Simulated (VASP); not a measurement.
# TaN: single point with PBEsol

Crystal: TaN.

```xyz
2
Lattice="0.0000 2.1790 2.1790 2.1790 0.0000 2.1790 2.1790 2.1790 0.0000" Properties=species:S:1:pos:R:3 pbc="T T T"
Ta    2.1790    2.1790    2.1915
N     0.0000    0.0000    0.0000
```

This cell differs from its parent crystal: all Ta atoms moved +0.013 Å, as atom 1 along Cartesian [0 0 1].

| Property | Result |
| --- | --- |
| Program | VASP 6.6.1 |
| Task | single point |
| Functional | PBEsol |
| Potentials or basis | VASP PAW PBE potentials, release 64 (Ta_sv_GW, N) |
| Cutoff | 700 eV |
| k mesh | 18 × 18 × 18 |
| Occupations | gaussian, width 0.15 eV |
| Spin | no spin polarisation |

The pressure is 4.5 GPa and the largest force is 0.109 eV/Å. The band gap on the k mesh is zero (bands 9 and 10 overlap by 4.19 eV).

Forces in eV/Å, atoms in the order of the input:
```
Ta   0.000  0.000 -0.109
N    0.000  0.000  0.109
```

Stress tensor (GPa, compression positive):
```
4.49 0.00 0.00
0.00 4.49 0.00
0.00 0.00 4.57
```

Levels at points of the mesh, in eV from the Fermi level:
| k point | band 7 | band 8 | band 9 | band 10 | band 11 | band 12 |
| --- | --- | --- | --- | --- | --- | --- |
| (0.00, 0.00, 0.00) | -3.89 | -3.88 | -2.21 | -2.20 | -2.20 | 0.03 |
| (0.50, 0.00, 0.00) | -7.79 | -7.79 | 1.99 | 1.99 | 2.09 | 3.85 |
| (0.50, 0.50, 0.00) | -5.69 | -4.68 | -4.68 | 2.18 | 3.73 | 3.73 |
| (0.00, 0.50, 0.50) | -5.70 | -4.68 | -4.67 | 2.18 | 3.73 | 3.73 |

It took 4 min on 1 thread of AMD EPYC 7R13 Processor (Zen 3) (shared host), peak memory 0.36 GiB.

Caveat: the cell differs from its parent crystal (all Ta atoms moved +0.013 Å, as atom 1 along Cartesian [0 0 1]); the cell stands under pressure; the PAW data sets were made with another functional, which shifts forces and pressure a little; spin-orbit coupling is left out, which moves the levels of the heavy elements.
